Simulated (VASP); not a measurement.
# V (P6_3/mmc) in VASP: a series of runs

The runs below take V through single point, with BLYP.

Program: VASP 6.6.1. These are calculated values, not measurements. Logs are shortened: lines on timing, memory, paths and dates and some standing lists are left out, and cuts for length are marked.

### 1 The cell of the first run

Symmetry: P6_3/mmc, No. 194, hexagonal system. Conventional cell: a = 2.659 Å, b = 2.659 Å, c = 4.853 Å, α = 90.00°, β = 90.00°, γ = 120.00°. Within 3.5 Å of V (site symmetry -6m2) lie 12 V at 2.66 to 2.87 Å.

This isn't the form of V at room conditions, which is bcc.

### 2 Single point, BLYP (14.86 Å³/atom)

Contents of INCAR:

```
PREC     = Accurate       # precision mode
ENCUT    = 520            # plane-wave cutoff, eV
EDIFF    = 1E-6           # SCF threshold, eV
ISMEAR   = -1             # smearing method
SIGMA    = 0.1            # smearing width, eV
LREAL    = F              # projectors in reciprocal space
LASPH    = T              # aspherical terms in the spheres
NELM     = 100            # most SCF steps
ALGO     = Normal         # electronic algorithm
ISIF     = 2              # what is computed and relaxed
LWAVE    = F              # write WAVECAR
LCHARG   = T              # write CHGCAR
GGA      = B5             # functional
ALDAX    = 1.0          
AGGAX    = 1.0          
AGGAC    = 1.0          
ALDAC    = 0.0          
LELF     = T              # ELF
LVHAR    = T            
NBANDS   = 20             # bands
```

Contents of KPOINTS:

```
Automatic mesh
0
Gamma
  15 15 8
```

Contents of POSCAR:

```
V
1.0
    2.6589755205      0.0000000000      0.0000000000
   -1.3294877602      2.3027403488      0.0000000000
    0.0000000000      0.0000000000      4.8532087478
V
2
Direct
    0.3333333333      0.6666666667      0.2500000000
    0.6666666667      0.3333333333      0.7500000000
```

Potentials or basis: VASP PAW PBE potentials, release 64 (V_sv).

Run with:

```console
cat potpaw_PBE.64/V_sv/POTCAR > POTCAR
mpirun -np 1 vasp_std > vasp.out
```

OUTCAR:

```text
PREC = Accurate
   ENCUT = 520
   EDIFF = 1E-6
   ISMEAR = -1
   LREAL = F
   LASPH = T
   NELM = 100
   ISIF = 2
   GGA = B5

 ion  position               nearest neighbor table
   1  0.333  0.667  0.250-   2 2.87   2 2.87   2 2.87   2 2.87   2 2.87   2 2.87
   2  0.667  0.333  0.750-   1 2.87   1 2.87   1 2.87   1 2.87   1 2.87   1 2.87

  LATTYP: Found a hexagonal cell.
 ALAT       =     2.6589755205
 C/A-ratio  =     1.8252175360

  Lattice vectors:

 A1 = (   2.6589755205,   0.0000000000,   0.0000000000)
 A2 = (  -1.3294877602,   2.3027403488,   0.0000000000)
 A3 = (   0.0000000000,   0.0000000000,   4.8532087478)

Analysis of symmetry for initial positions (statically):
=====================================================================
 Subroutine PRICEL returns:
 Original cell was already a primitive cell.

 Routine SETGRP: Setting up the symmetry group for a
 hexagonal supercell.

 Subroutine GETGRP returns: Found 24 space group operations
 (whereof 12 operations were pure point group operations)
 out of a pool of 24 trial point group operations.

The static configuration has the point symmetry D_3d.
 The point group associated with its full space group is D_6h.

Analysis of symmetry for dynamics (positions and initial velocities):
=====================================================================
 Subroutine PRICEL returns:
 Original cell was already a primitive cell.

 Routine SETGRP: Setting up the symmetry group for a
 hexagonal supercell.

 Subroutine GETGRP returns: Found 24 space group operations
 (whereof 12 operations were pure point group operations)
 out of a pool of 24 trial point group operations.

The dynamic configuration has the point symmetry D_3d.
 The point group associated with its full space group is D_6h.

 Subroutine INISYM returns: Found 24 space group operations
 (whereof 12 operations are pure point group operations),
 and found     1 'primitive' translations

----------------------------------------------------------------------------------------

                                     Primitive cell

  volume of cell :      29.7159

  direct lattice vectors                    reciprocal lattice vectors
     2.658975520  0.000000000  0.000000000     0.376084696  0.217132600  0.000000000
    -1.329487760  2.302740349  0.000000000     0.000000000  0.434265201  0.000000000
     0.000000000  0.000000000  4.853208748     0.000000000  0.000000000  0.206049245

  length of vectors
     2.658975520  2.658975520  4.853208748     0.434265201  0.434265201  0.206049245

  position of ions in fractional coordinates (direct lattice)
     0.333333333  0.666666667  0.250000000
     0.666666667  0.333333333  0.750000000

  ion indices of the primitive-cell ions
   primitive index   ion index
                 1           1
                 2           2

----------------------------------------------------------------------------------------

 KPOINTS: Automatic mesh

Automatic generation of k-mesh.
 Grid dimensions read from file:
 generate k-points for:   15   15    8

 Generating k-lattice:

  Cartesian coordinates                     Fractional coordinates (reciprocal lattice)
     0.025072313  0.014475507  0.000000000     0.066666667  0.000000000  0.000000000
     0.000000000  0.028951013  0.000000000     0.000000000  0.066666667  0.000000000
     0.000000000  0.000000000  0.025756156     0.000000000  0.000000000  0.125000000

  Length of vectors
     0.028951013  0.028951013  0.025756156

  Shift w.r.t. Gamma in fractional coordinates (k-lattice)
     0.000000000  0.000000000  0.000000000

 Subroutine IBZKPT returns following result:
 ===========================================

 Found    135 irreducible k-points:

 Following reciprocal coordinates:
            Coordinates               Weight
  0.000000  0.000000  0.000000      1.000000
  0.066667 -0.000000  0.000000      6.000000
  0.133333 -0.000000  0.000000      6.000000
  0.200000 -0.000000  0.000000      6.000000
  0.266667 -0.000000  0.000000      6.000000
  0.333333 -0.000000  0.000000      6.000000
[... 16 lines left out ...]
  0.333333  0.200000  0.000000     12.000000
  0.400000  0.200000  0.000000      6.000000
 [... further k-points ...]
   k-points           NKPTS =    135   k-points in BZ     NKDIM =    135   number of bands    NBANDS=     20
   number of dos      NEDOS =    301   number of ions     NIONS =      2
   total plane-waves  NPLWV =  14400
   dimension x,y,z NGX =    20 NGY =   20 NGZ =   36
   dimension x,y,z NGXF=    40 NGYF=   40 NGZF=   72
   ions per type =               2
   NGX,Y,Z   is equivalent  to a cutoff of  12.50, 12.50, 12.33 a.u.
   NGXF,Y,Z  is equivalent  to a cutoff of  25.01, 25.01, 24.66 a.u.
 SYSTEM =  unknown system
   PREC   = accura    normal or accurate (medium, high low for compatibility)
   ISTART =      0    job   : 0-new  1-cont  2-samecut
   ICHARG =      2    charge: 1-file 2-atom 10-const
   ISPIN  =      1    spin polarized calculation?
   LNONCOLLINEAR =      F non collinear calculations
   LSORBIT =      F    spin-orbit coupling
   LASPH  =      T    aspherical Exc in radial PAW
   ENCUT  =  520.0 eV  38.22 Ry    6.18 a.u.   4.94  4.94  9.02*2*pi/ulx,y,z
   NELM   =    100;   NELMIN=  2; NELMDL= -5     # of ELM steps
   EDIFF  = 0.1E-05   stopping-criterion for ELM
   LREAL  =      F    real-space projection
   EDIFFG = 0.1E-04   stopping-criterion for IOM
   NSW    =      0    number of steps for IOM
   IBRION =     -1    ionic relax: 0-MD 1-quasi-New 2-CG
   NFREE  =      0    steps in history (QN), initial steepest desc. (CG)
   ISIF   =      2    stress and relaxation
   ISYM   =      2    0-nonsym 1-usesym 2-fastsym
   POTIM  = 0.5000    time-step for ionic-motion
   TEBEG  =    0.0;   TEEND  =   0.0 temperature during run
   PSTRESS=    0.0 pullay stress
   NELECT =      26.0000    total number of electrons
   NUPDOWN=      -1.0000    fix difference up-down
   EMIN   =  10.00;   EMAX   =-10.00  energy-range for DOS
   EFERMI =   0.00;   METHOD = LEGACY
   ISMEAR =    -1;   SIGMA  =   0.10  broadening in eV -4-tet -1-fermi 0-gaus
   EFERMI_NEDOS =   21; number of points for ismear=-14 and -15
   IALGO  =     38    algorithm
   IMIX   =      4    mixing-type and parameters
     AMIX     =   0.40;   BMIX     =  1.00
     AMIX_MAG =   1.60;   BMIX_MAG =  1.00
  volume/ion in A,a.u.               =      14.86       100.27
  Fermi-wavevector in a.u.,A,eV,Ry     =   1.565801  2.958935 33.357842  2.451732
  Thomas-Fermi vector in A             =   2.668223
   LORBIT       =      0    0 simple, 1 ext, 2 COOP (PROOUT), +10 PAW based schemes
   GGA     = B5    functional components
   LHFCALC =     F    Hartree Fock is set to
   AEXX    =    0.0000 exact exchange contribution
   IVDW    =     0    specifies the selected vdW correction
   LEPSILON=     F    determine dielectric tensor
   LRPA    =     F    only Hartree local field effects (RPA)
 non-spin polarized calculation
  energy-cutoff  :      520.00
  volume of cell :       29.72
 maximum number of plane-waves:       825
 NGX is ok and might be reduce to    20
   NGX =  9   NGY =  9   NGZ = 19

 number of electron      25.9999983 magnetization

 Free energy of the ion-electron system (eV)
  ---------------------------------------------------
  ext. energy  EPLUGINS =         0.00000000
  ---------------------------------------------------
  free energy    TOTEN  =       -15.27305460 eV

  energy without entropy =      -15.14539625  energy(sigma->0) =      -15.20922543

 E-fermi :   9.3190     XC(G=0): -11.8144

 val. band max:        9.3174814530   @ k =   0.3333   0.1333   0.1250
 cond. band min:       9.3219987743   @ k =   0.0667   0.0667   0.3750
 fundamental gap:      0.0045173213
 Fermi energy:         9.3189718779

 k-point     1 :       0.0000    0.0000    0.0000
  band No.  band energies     occupation
      1     -54.4799      2.00000
      2     -54.4006      2.00000
      3     -28.7064      2.00000
      4     -28.2107      2.00000
      5     -28.0699      2.00000
      6     -28.0699      2.00000
[... 12 lines left out ...]
     19      11.9165      0.00000
     20      11.9165      0.00000

 k-point     2 :       0.0667   -0.0000    0.0000
  band No.  band energies     occupation
      1     -54.4736      2.00000
      2     -54.3958      2.00000
      3     -28.6968      2.00000
      4     -28.2110      2.00000
      5     -28.1011      2.00000
      6     -28.0782      2.00000
[... 12 lines left out ...]
     19      11.9333      0.00000
     20      12.2636      0.00000

 k-point     3 :       0.1333   -0.0000    0.0000
  band No.  band energies     occupation
      1     -54.4556      2.00000
      2     -54.3824      2.00000
      3     -28.6692      2.00000
      4     -28.2123      2.00000
      5     -28.1893      2.00000
      6     -28.1455      2.00000
[... 12 lines left out ...]
     19      11.9661      0.00000
     20      13.0569      0.00000

 k-point     4 :       0.2000   -0.0000    0.0000
  band No.  band energies     occupation
      1     -54.4287      2.00000
      2     -54.3628      2.00000
      3     -28.6266      2.00000
      4     -28.3191      2.00000
      5     -28.2734      2.00000
      6     -28.2161      2.00000
[... 12 lines left out ...]
     19      11.9892      0.00000
     20      14.0557      0.00000

 k-point     5 :       0.2667   -0.0000    0.0000
  band No.  band energies     occupation
      1     -54.3971      2.00000
      2     -54.3408      2.00000
      3     -28.5741      2.00000
      4     -28.4677      2.00000
      5     -28.4170      2.00000
      6     -28.2239      2.00000
[... 12 lines left out ...]
     19      11.9944      0.00000
     20      15.1625      0.00000
[... 353 lines left out ...]
      6     -28.2665      2.00000
[... 12 lines left out ...]
     19      12.5120      0.00000
     20      16.7760      0.00000

 k-point    22 :       0.2667    0.2000    0.0000
  band No.  band energies     occupation
      1     -54.3336      2.00000
      2     -54.3021      2.00000
      3     -28.6339      2.00000
      4     -28.5997      2.00000
      5     -28.4539      2.00000
      6     -28.3311      2.00000
[... 12 lines left out ...]
     19      13.3449      0.00000
     20      17.5037      0.00000

 k-point    23 :       0.3333    0.2000    0.0000
  band No.  band energies     occupation
      1     -54.3154      2.00000
      2     -54.2944      2.00000
      3     -28.6843      2.00000
      4     -28.6288      2.00000
      5     -28.4106      2.00000
      6     -28.3824      2.00000
[... 12 lines left out ...]
     19      14.2199      0.00000
     20      16.9626      0.00000

 k-point    24 :       0.4000    0.2000    0.0000
  band No.  band energies     occupation
      1     -54.3082      2.00000
      2     -54.2924      2.00000
      3     -28.7017      2.00000
      4     -28.6376      2.00000
      5     -28.4022      2.00000
      6     -28.3904      2.00000
[... 12 lines left out ...]
     19      14.8671      0.00000
     20      16.1257      0.00000

 [... further k-points ...]

------------------------ aborting loop because EDIFF is reached ----------------------------------------

  FORCE on cell =-STRESS in cart. coord.  units (eV):
  Direction    XX          YY          ZZ          XY          YZ          ZX
  --------------------------------------------------------------------------------------
  -------------------------------------------------------------------------------------
  Total       -1.0369104     -1.0369104     -0.9692459     -0.0000000      0.0000000      0.0000000
  in kB      -55.9066572    -55.9066572    -52.2584213     -0.0000000      0.0000000      0.0000000
  external PRESSURE =     -54.6905786 kB  Pullay stress =       0.0000000 kB

 VOLUME and BASIS-vectors are now :
 -----------------------------------------------------------------------------
  energy-cutoff  :      520.00
  volume of cell :       29.72
      direct lattice vectors                 reciprocal lattice vectors
     2.658975520  0.000000000  0.000000000     0.376084696  0.217132600  0.000000000
    -1.329487760  2.302740349  0.000000000     0.000000000  0.434265201  0.000000000
     0.000000000  0.000000000  4.853208748     0.000000000  0.000000000  0.206049245

 POSITION                                       TOTAL-FORCE (eV/Angst)
 -----------------------------------------------------------------------------------
     -0.00000      1.53516      1.21330        -0.000000      0.000000      0.000000
      1.32949      0.76758      3.63991         0.000000     -0.000000      0.000000
 -----------------------------------------------------------------------------------
    total drift:                                0.000000     -0.000000      0.000000

  FREE ENERGIE OF THE ION-ELECTRON SYSTEM (eV)
  ---------------------------------------------------
  free  energy   TOTEN  =       -15.2730546034 eV

  energy  without entropy=      -15.1453962471  energy(sigma->0) =      -15.20922543
```

Wall time 60 s (1 thread of Intel Xeon 8259CL, shared host); peak memory 0.19 GiB.

Results:

```yaml
Free_energy: -15.2731 eV
Pressure: -5.5 GPa
Band_gap_on_the_k_mesh: zero (bands 13 and 14 overlap by 2.03 eV)
```

Caveat: the cell stands under tension; the PAW data sets were made with another functional, which shifts forces and pressure a little.

### 3 Single point, BLYP (15.43 Å³/atom)

This run uses another cell than the first one, of 15.43 Å³/atom.

Contents of INCAR:

```
SYSTEM = V
  PREC = Accurate
  ENCUT = 520
  EDIFF = 1E-7
  ISMEAR = -1
  SIGMA = 0.1
  LREAL = .FALSE.
  LASPH = .TRUE.
  NELM = 100
  ALGO = Normal
  ISIF = 2
  LWAVE = .FALSE.
  LCHARG = .TRUE.
  GGA = B5
  ALDAX = 1.0
  AGGAX = 1.0
  AGGAC = 1.0
  ALDAC = 0.0
  LELF = .TRUE.
  LVHAR = .TRUE.
  NBANDS = 20
```

Contents of KPOINTS:

```
Automatic mesh
0
G
  15 15 8
  0 0 0
```

Contents of POSCAR:

```
V
1.0
    2.6926370119      0.0000000000      0.0000000000
   -1.3463185060      2.3318920555      0.0000000000
    0.0000000000      0.0000000000      4.9146482923
V
2
Direct
    0.3333333333      0.6666666667      0.2500000000
    0.6666666667      0.3333333333      0.7500000000
```

Potentials or basis: VASP PAW PBE potentials, release 64 (V_sv).

Run with:

```console
cat potpaw_PBE.64/V_sv/POTCAR > POTCAR
mpirun -np 1 vasp_std > vasp.out
```

Run time: 81 s. Hardware: 1 thread of Intel Xeon 8259CL, shared host; peak memory 0.19 GiB.

The run converged. Its results:

* Free energy: -15.2173 eV
* Pressure: -10.2 GPa
* Band gap on the k mesh: zero (bands 13 and 14 overlap by 1.94 eV)

Stress tensor (GPa, compression positive):
```
-10.42   0.00   0.00
  0.00 -10.42   0.00
  0.00   0.00  -9.69
```

Levels at points of the mesh, in eV from the Fermi level:
```
           k point  band 9  band 10  band 11  band 12  band 13  band 14  band 15  band 16  band 17  band 18
(0.00, 0.00, 0.00)   -6.36    -3.15    -0.58    -0.14     0.29     0.29     0.54     0.54     1.60     1.60
(0.00, 0.00, 0.50)   -4.76    -4.76    -0.92    -0.92     0.32     0.32     0.32     0.32     2.15     2.15
```

Caveat: the cell stands under tension; the PAW data sets were made with another functional, which shifts forces and pressure a little.

### 4 Single point, BLYP (16.00 Å³/atom)

This run uses another cell than the first one, of 16.00 Å³/atom.

Contents of INCAR:

```
SYSTEM = V
PREC = Accurate ; ENCUT = 520
EDIFF = 1E-7 ; ISMEAR = -1
SIGMA = 0.1 ; LREAL = .False.
LASPH = .True. ; NELM = 80
ALGO = Normal ; ISIF = 2
LWAVE = .False. ; LCHARG = .False.
GGA = B5 ; ALDAX = 1.0
AGGAX = 1.0 ; AGGAC = 1.0
ALDAC = 0.0 ; NBANDS = 20
```

Contents of KPOINTS:

```
regular mesh
0
Gamma
  15 15 8
  0 0 0
```

Contents of POSCAR:

```
V
1.0
    2.7254772852      0.0000000000      0.0000000000
   -1.3627386426      2.3603325664      0.0000000000
    0.0000000000      0.0000000000      4.9745889350
V
2
Direct
    0.3333333333      0.6666666667      0.2500000000
    0.6666666667      0.3333333333      0.7500000000
```

Run with:

```console
cat potpaw_PBE.64/V_sv/POTCAR > POTCAR
mpirun -np 1 vasp_std > vasp.out
```

Run time: 75 s. Hardware: 1 thread of Intel Xeon 8259CL, shared host; peak memory 0.19 GiB.

Results (log left out):

```yaml
Free_energy: -15.1312 eV
Pressure: -14.0 GPa
Band_gap_on_the_k_mesh: zero (bands 13 and 14 overlap by 1.86 eV)
```

Stress tensor (GPa, compression positive):
```
-14.38   0.00   0.00
  0.00 -14.38   0.00
  0.00   0.00 -13.28
```

Levels at points of the mesh, in eV from the Fermi level:
| k point | band 10 | band 11 | band 12 | band 13 | band 14 | band 15 | band 16 | band 17 |
| --- | --- | --- | --- | --- | --- | --- | --- | --- |
| (0.00, 0.00, 0.00) | -3.07 | -0.55 | -0.17 | 0.28 | 0.28 | 0.52 | 0.52 | 1.53 |
| (0.00, 0.00, 0.50) | -4.70 | -0.88 | -0.88 | 0.31 | 0.31 | 0.31 | 0.31 | 2.05 |

Caveat: the cell stands under tension; the PAW data sets were made with another functional, which shifts forces and pressure a little.

### 5 The runs side by side

```tsv
cell	gap on the mesh (eV)	pressure (GPa)
a = 2.659, b = 2.659, c = 4.853 Å, angles 90.0, 90.0, 120.0°, 2 atoms	none	-5.5
a = 2.693, b = 2.693, c = 4.915 Å, angles 90.0, 90.0, 120.0°, 2 atoms	none	-10.2
a = 2.725, b = 2.725, c = 4.975 Å, angles 90.0, 90.0, 120.0°, 2 atoms	none	-14.0
```

Alike in all rows: task single point; level BLYP; potentials or basis VASP PAW PBE potentials, release 64 (V_sv); no spin polarisation; k mesh 15 × 15 × 8; cutoff (eV) 520; smearing fermi-dirac 0.1 eV.

Caveats: the cell stands under tension; the PAW data sets were made with another functional, which shifts forces and pressure a little.

Total energies depend on the potentials used, so only differences within one code and one set of settings carry meaning.
